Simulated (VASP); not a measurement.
A run of VASP 6.6.1 is set up as follows.

The input INCAR:

```
SYSTEM = GaP
ALGO = Normal
EDIFF = 1E-8
ENCUT = 520
GGA = CA
ISIF = 2
ISMEAR = -1
LASPH = .TRUE.
LCHARG = .FALSE.
LEFG = .TRUE.
LREAL = .FALSE.
LWAVE = .FALSE.
NBANDS = 16
NELM = 80
PREC = Accurate
SIGMA = 0.05
```

File KPOINTS:

```
k-points
0
G
  10 10 10
  0 0 0
```

File POSCAR:

```
GaP
1.0
    0.0000000000      2.6696170428      2.6696170428
    2.6696170428      0.0000000000      2.6696170428
    2.6696170428      2.6696170428      0.0000000000
Ga P
1 1
Direct
    0.0000000000      0.0000000000      0.0000000000
    0.7500000000      0.7500000000      0.7500000000
```

Potentials or basis: VASP PAW LDA potentials, release 64 (Ga_d, P).

Launch:

```console
$ cat potpaw_LDA.64/Ga_d/POTCAR potpaw_LDA.64/P/POTCAR > POTCAR
$ mpirun -np 1 vasp_std > vasp.out
```

(1) Estimate the pressure.

(2) What does it give for the band gap on the k mesh?

Results:

(1) 2.9 GPa.

(2) 1.35 eV, indirect (least direct gap 2.16 eV).

Caveat: without QUAD_EFG the Cq values of the log hold for a quadrupole moment of 1 mb, not for the nuclei.
